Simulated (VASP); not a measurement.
# MgO (Fm-3m) in VASP: notebook

MgO is run at these levels: r2SCAN; tasks: single point.

All numbers are computed with VASP 6.6.1; they aren't measurements. Logs are shortened: lines on timing, memory, paths and dates and some standing lists are left out, and cuts for length are marked.

## 1. The cell of the first run

The structure is cubic, space group Fm-3m (No. 225). The conventional cell has a = 4.089 Å, b = 4.089 Å, c = 4.089 Å, α = 90.00°, β = 90.00°, γ = 90.00°. Mg (site symmetry m-3m) has 6 O at 2.04 Å within 2.7 Å. O (site symmetry m-3m) has 6 Mg at 2.04 Å within 2.7 Å.

## 2. Single point, r2SCAN (8.55 Å³/atom)

The input, POSCAR:

```
MgO
1.0
    0.0000000000      2.0445889312      2.0445889312
    2.0445889312      0.0000000000      2.0445889312
    2.0445889312      2.0445889312      0.0000000000
Mg O
1 1
Direct
    0.0000000000      0.0000000000      0.0000000000
    0.5000000000      0.5000000000      0.5000000000
```

The input, INCAR.step1:

```
PREC = Accurate ; ENCUT = 750
ISMEAR = 0 ; SIGMA = 0.05
LREAL = F ; LASPH = T
NELM = 120 ; NBANDS = 15
GGA = PE ; ALGO = Normal
EDIFF = 1E-5 ; LWAVE = T
LCHARG = F ; GGA_COMPAT = F
```

The input, INCAR.step2:

```
PREC = Accurate ; ENCUT = 750
EDIFF = 1E-6 ; ISMEAR = 0
SIGMA = 0.05 ; LREAL = F
LASPH = T ; NELM = 120
ALGO = Normal ; ISIF = 2
LWAVE = F ; LCHARG = F
METAGGA = R2SCAN ; LMIXTAU = T
NBANDS = 15 ; ISTART = 1
GGA_COMPAT = F
```

The input, KPOINTS:

```
regular mesh
0
Gamma
  8 8 8
```

Potentials or basis: VASP PAW PBE potentials, release 64 (Mg_sv, O).

Run with:

```
$ cat potpaw_PBE.64/Mg_sv/POTCAR potpaw_PBE.64/O/POTCAR > POTCAR
$ cp INCAR.step1 INCAR
$ mpirun -np 1 vasp_std > vasp.out
$ cp INCAR.step2 INCAR
$ mpirun -np 1 vasp_std > vasp.out
```

OUTCAR:

```text
PREC = Accurate
   ENCUT = 750
   EDIFF = 1E-6
   ISMEAR = 0
   LREAL = F
   LASPH = T
   NELM = 120
   ISIF = 2
   METAGGA = R2SCAN
   ISTART = 1

 ion  position               nearest neighbor table
   1  0.000  0.000  0.000-   2 2.04   2 2.04   2 2.04   2 2.04   2 2.04   2 2.04
   2  0.500  0.500  0.500-   1 2.04   1 2.04   1 2.04   1 2.04   1 2.04   1 2.04

  LATTYP: Found a face centered cubic cell.
 ALAT       =     4.0891778624

  Lattice vectors:

 A1 = (   0.0000000000,   2.0445889312,   2.0445889312)
 A2 = (   2.0445889312,   0.0000000000,   2.0445889312)
 A3 = (   2.0445889312,   2.0445889312,   0.0000000000)

Analysis of symmetry for initial positions (statically):
=====================================================================
 Subroutine PRICEL returns:
 Original cell was already a primitive cell.

 Routine SETGRP: Setting up the symmetry group for a
 face centered cubic supercell.

 Subroutine GETGRP returns: Found 48 space group operations
 (whereof 48 operations were pure point group operations)
 out of a pool of 48 trial point group operations.

The static configuration has the point symmetry O_h .

Analysis of symmetry for dynamics (positions and initial velocities):
=====================================================================
 Subroutine PRICEL returns:
 Original cell was already a primitive cell.

 Routine SETGRP: Setting up the symmetry group for a
 face centered cubic supercell.

 Subroutine GETGRP returns: Found 48 space group operations
 (whereof 48 operations were pure point group operations)
 out of a pool of 48 trial point group operations.

The dynamic configuration has the point symmetry O_h .

 Subroutine INISYM returns: Found 48 space group operations
 (whereof 48 operations are pure point group operations),
 and found     1 'primitive' translations

----------------------------------------------------------------------------------------

                                     Primitive cell

  volume of cell :      17.0942

  direct lattice vectors                    reciprocal lattice vectors
     0.000000000  2.044588931  2.044588931    -0.244547934  0.244547934  0.244547934
     2.044588931  0.000000000  2.044588931     0.244547934 -0.244547934  0.244547934
     2.044588931  2.044588931  0.000000000     0.244547934  0.244547934 -0.244547934

[... 85 lines left out ...]
   EDIFFG = 0.1E-04   stopping-criterion for IOM
   NSW    =      0    number of steps for IOM
   IBRION =     -1    ionic relax: 0-MD 1-quasi-New 2-CG
   NFREE  =      0    steps in history (QN), initial steepest desc. (CG)
   ISIF   =      2    stress and relaxation
   ISYM   =      2    0-nonsym 1-usesym 2-fastsym
   POTIM  = 0.5000    time-step for ionic-motion
   TEBEG  =    0.0;   TEEND  =   0.0 temperature during run
   PSTRESS=    0.0 pullay stress
   NELECT =      16.0000    total number of electrons
   NUPDOWN=      -1.0000    fix difference up-down
   EMIN   =  10.00;   EMAX   =-10.00  energy-range for DOS
   EFERMI =   0.00;   METHOD = LEGACY
   ISMEAR =     0;   SIGMA  =   0.05  broadening in eV -4-tet -1-fermi 0-gaus
   EFERMI_NEDOS =   21; number of points for ismear=-14 and -15
   IALGO  =     38    algorithm
   IMIX   =      4    mixing-type and parameters
     AMIX     =   0.40;   BMIX     =  1.00
     AMIX_MAG =   1.60;   BMIX_MAG =  1.00
  volume/ion in A,a.u.               =       8.55        57.68
  Fermi-wavevector in a.u.,A,eV,Ry     =   1.601396  3.026200 34.891734  2.564470
  Thomas-Fermi vector in A             =   2.698381
   LORBIT       =      0    0 simple, 1 ext, 2 COOP (PROOUT), +10 PAW based schemes
   METAGGA = R2SCAN    functional components
   LHFCALC =     F    Hartree Fock is set to
   AEXX    =    0.0000 exact exchange contribution
   IVDW    =     0    specifies the selected vdW correction
   LEPSILON=     F    determine dielectric tensor
   LRPA    =     F    only Hartree local field effects (RPA)
 non-spin polarized calculation
 Gauss-broadening in eV      SIGMA  =   0.05
  energy-cutoff  :      750.00
  volume of cell :       17.09
 maximum number of plane-waves:       821
 NGX is ok and might be reduce to    28
   NGX = 13   NGY = 13   NGZ = 13

 number of electron      16.0000009 magnetization

 Free energy of the ion-electron system (eV)
  ---------------------------------------------------
  ext. energy  EPLUGINS =         0.00000000
  ---------------------------------------------------
  free energy    TOTEN  =       -16.08380310 eV

  energy without entropy =      -16.08380310  energy(sigma->0) =      -16.08380310

 E-fermi :   3.5902     XC(G=0): -12.5416

 val. band max:        3.1620998748   @ k =   0.0000   0.0000   0.0000
 cond. band min:       9.7584712029   @ k =   0.0000   0.0000   0.0000
 fundamental gap:      6.5963713280
 Fermi energy:         3.5902416112

 k-point     1 :       0.0000    0.0000    0.0000
  band No.  band energies     occupation
      1     -71.4942      2.00000
      2     -36.5766      2.00000
      3     -36.5766      2.00000
      4     -36.5766      2.00000
      5     -15.4994      2.00000
      6       3.1621      2.00000
      7       3.1621      2.00000
      8       3.1621      2.00000
      9       9.7585      0.00000
     10      20.5462      0.00000
     11      20.5462      0.00000
     12      20.5462      0.00000
     13      24.9221      0.00000
     14      26.8412      0.00000
[... 401 lines left out ...]
      2     -36.6788      2.00000
      3     -36.6169      2.00000
      4     -36.5976      2.00000
      5     -13.8287      2.00000
      6      -1.1808      2.00000
      7       1.0240      2.00000
      8       2.0307      2.00000
      9      14.4867      0.00000
     10      17.3741      0.00000
     11      18.9682      0.00000
     12      22.5126      0.00000
     13      26.1064      0.00000
     14      27.9969      0.00000
     15      32.5298      0.00000

 [... further k-points ...]
[... 5 lines left out ...]
  --------------------------------------------------------------------------------------
  -------------------------------------------------------------------------------------
  Total        1.7317286      1.7317286      1.7317286      0.0000000     -0.0000000     -0.0000000
  in kB      162.3089209    162.3089209    162.3089209      0.0000000     -0.0000000     -0.0000000
  external PRESSURE =     162.3089209 kB  Pullay stress =       0.0000000 kB

 VOLUME and BASIS-vectors are now :
 -----------------------------------------------------------------------------
  energy-cutoff  :      750.00
  volume of cell :       17.09
      direct lattice vectors                 reciprocal lattice vectors
     0.000000000  2.044588931  2.044588931    -0.244547934  0.244547934  0.244547934
     2.044588931  0.000000000  2.044588931     0.244547934 -0.244547934  0.244547934
     2.044588931  2.044588931  0.000000000     0.244547934  0.244547934 -0.244547934

 POSITION                                       TOTAL-FORCE (eV/Angst)
 -----------------------------------------------------------------------------------
      0.00000      0.00000      0.00000         0.000000      0.000000      0.000000
      2.04459      2.04459      2.04459        -0.000000     -0.000000     -0.000000
 -----------------------------------------------------------------------------------
    total drift:                                0.000000      0.000000      0.000000

  FREE ENERGIE OF THE ION-ELECTRON SYSTEM (eV)
  ---------------------------------------------------
  free  energy   TOTEN  =       -16.0838031041 eV

  energy  without entropy=      -16.0838031041  energy(sigma->0) =      -16.08380310
```

OUTCAR.step1:

```text
PREC = Accurate
   ENCUT = 750
   ISMEAR = 0
   LREAL = F
   LASPH = T
[... 653 lines left out ...]
 -----------------------------------------------------------------------------------
      0.00000      0.00000      0.00000         0.000000      0.000000      0.000000
      2.04459      2.04459      2.04459        -0.000000     -0.000000     -0.000000
 -----------------------------------------------------------------------------------
    total drift:                                0.000000      0.000000      0.000000

  FREE ENERGIE OF THE ION-ELECTRON SYSTEM (eV)
  ---------------------------------------------------
  free  energy   TOTEN  =       -11.7428781121 eV

  energy  without entropy=      -11.7428781121  energy(sigma->0) =      -11.74287811
```

OSZICAR.step1:

```text
N       E                     dE             d eps       ncg     rms          rms(c)
DAV:   1     0.154250143796E+03    0.15425E+03   -0.13039E+04   870   0.167E+03
DAV:   2    -0.791376575297E+01   -0.16216E+03   -0.15435E+03  1010   0.436E+02
DAV:   3    -0.132955502058E+02   -0.53818E+01   -0.53484E+01  1120   0.761E+01
DAV:   4    -0.133834518933E+02   -0.87902E-01   -0.87894E-01   996   0.941E+00
DAV:   5    -0.133851309759E+02   -0.16791E-02   -0.16791E-02  1087   0.106E+00    0.860E+00
DAV:   6    -0.117626322260E+02    0.16225E+01   -0.24651E+00   933   0.151E+01    0.267E+00
DAV:   7    -0.117523772414E+02    0.10255E-01   -0.15521E-01  1059   0.358E+00    0.166E+00
DAV:   8    -0.117440222779E+02    0.83550E-02   -0.36084E-02  1059   0.216E+00    0.349E-01
DAV:   9    -0.117427249847E+02    0.12973E-02   -0.36662E-03   989   0.593E-01    0.101E-01
DAV:  10    -0.117428883699E+02   -0.16339E-03   -0.27481E-04  1080   0.172E-01    0.456E-02
DAV:  11    -0.117428781446E+02    0.10225E-04   -0.24195E-05  1038   0.463E-02    0.621E-03
DAV:  12    -0.117428781121E+02    0.32427E-07   -0.51436E-07   498   0.757E-03
   1 F= -.11742878E+02 E0= -.11742878E+02  d E =-.308259E-31
```

It took 28 s on 1 thread of Intel Xeon 6975P-C (Granite Rapids), shared host; peak memory 0.16 GiB.

Results:

```yaml
Free_energy: -16.0838 eV
Pressure: 16.2 GPa
Band_gap_on_the_k_mesh: 6.60 eV
```

Levels at points of the mesh, in eV from the valence-band top:
```tsv
k point	band 4	band 5	band 6	band 7	band 8	band 9	band 10	band 11	band 12	band 13
(0.00, 0.00, 0.00)	-39.74	-18.66	0.00	0.00	0.00	6.60	17.38	17.38	17.38	21.76
(0.50, 0.00, 0.00)	-39.75	-17.14	-5.01	-0.78	-0.78	9.44	14.92	18.47	18.47	23.97
(0.50, 0.50, 0.00)	-39.78	-16.92	-4.44	-1.49	-1.49	10.16	12.19	15.34	21.92	21.92
```

Caveat: the cell stands under pressure; the PAW data sets were made with another functional, which shifts forces and pressure a little. r2SCAN opens gaps a little over a GGA but as a rule still falls short of measured ones.

## 3. Single point, r2SCAN (8.92 Å³/atom)

This run uses another cell than the first one, of 8.92 Å³/atom.

The input, POSCAR:

```
MgO
1.0
    0.0000000000      2.0738012913      2.0738012913
    2.0738012913      0.0000000000      2.0738012913
    2.0738012913      2.0738012913      0.0000000000
Mg O
1 1
Direct
    0.0000000000      0.0000000000      0.0000000000
    0.5000000000      0.5000000000      0.5000000000
```

The input, INCAR.step1:

```
SYSTEM = MgO
  PREC = Accurate
  ENCUT = 750
  ISMEAR = 0
  SIGMA = 0.05
  LREAL = .False.
  LASPH = .True.
  NELM = 120
  NBANDS = 15
  GGA = PE
  ALGO = Normal
  EDIFF = 1E-5
  LWAVE = .True.
  LCHARG = .False.
  GGA_COMPAT = .False.
```

The input, INCAR.step2:

```
SYSTEM = MgO
  PREC = Accurate
  ENCUT = 750
  EDIFF = 1E-6
  ISMEAR = 0
  SIGMA = 0.05
  LREAL = .False.
  LASPH = .True.
  NELM = 120
  ALGO = Normal
  ISIF = 2
  LWAVE = .False.
  LCHARG = .False.
  METAGGA = R2SCAN
  LMIXTAU = .True.
  NBANDS = 15
  ISTART = 1
  GGA_COMPAT = .False.
```

The input, KPOINTS:

```
regular mesh
0
Gamma
  8 8 8
  0 0 0
```

Potentials or basis: VASP PAW PBE potentials, release 64 (Mg_sv, O).

Run with:

```
$ cat potpaw_PBE.64/Mg_sv/POTCAR potpaw_PBE.64/O/POTCAR > POTCAR
$ cp INCAR.step1 INCAR
$ mpirun -np 1 vasp_std > vasp.out
$ cp INCAR.step2 INCAR
$ mpirun -np 1 vasp_std > vasp.out
```

Wall time 52 s (1 thread of Intel Xeon Platinum 8259CL at 2.50GHz (Skylake/Cascade Lake), shared host); peak memory 0.16 GiB.

Results (log left out):

```
Free energy            : -16.1422 eV
Pressure               : 7.0 GPa
Band gap on the k mesh : 6.13 eV
```

Levels at points of the mesh, in eV from the valence-band top:
```csv
k point,band 6,band 7,band 8,band 9,band 10,band 11
"(0.00, 0.00, 0.00)",0.00,0.00,0.00,6.13,17.14,17.14
"(0.50, 0.00, 0.00)",-4.81,-0.73,-0.73,9.14,14.40,18.00
"(0.50, 0.50, 0.00)",-4.26,-1.43,-1.43,10.11,11.70,14.84
```

Caveat: the cell stands under pressure; the PAW data sets were made with another functional, which shifts forces and pressure a little. r2SCAN opens gaps a little over a GGA but as a rule still falls short of measured ones.
